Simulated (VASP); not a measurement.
A run of VASP 6.6.1 is set up as follows.

The input INCAR:

```
SYSTEM = Al2Cu
PREC = Accurate ; ENCUT = 520
EDIFF = 1E-6 ; ISMEAR = 0
SIGMA = 0.1 ; LREAL = .FALSE.
LASPH = .TRUE. ; NELM = 100
ALGO = Normal ; ISIF = 2
LWAVE = .FALSE. ; LCHARG = .TRUE.
GGA = PE ; LELF = .TRUE.
LVHAR = .TRUE. ; NBANDS = 16
```

Contents of KPOINTS:

```
Automatic mesh
0
G
  1 1 1
  0 0 0
```

File POSCAR:

```
Al2Cu
1.0
    4.1051820000      0.0000000000      0.0000000000
    0.0000000000      4.1051820000      0.0000000000
    0.0000000000      0.0000000000      2.8913130000
Al Cu
2 1
Direct
    0.5000000000      0.0000000000      0.5000000000
    0.0000000000      0.5000000000      0.5000000000
    0.0000000000      0.0000000000      0.0000000000
```

Potentials or basis: VASP PAW PBE potentials, release 64 (Al, Cu).

The run is started by

```console
$ cat potpaw_PBE.64/Al/POTCAR potpaw_PBE.64/Cu/POTCAR > POTCAR
$ mpirun -np 1 vasp_gam > vasp.out
```

(1) What does it give for the pressure?

Results:

(1) 1.4 GPa.

Caveat: the k points lie up to 2.17 Å⁻¹ apart.
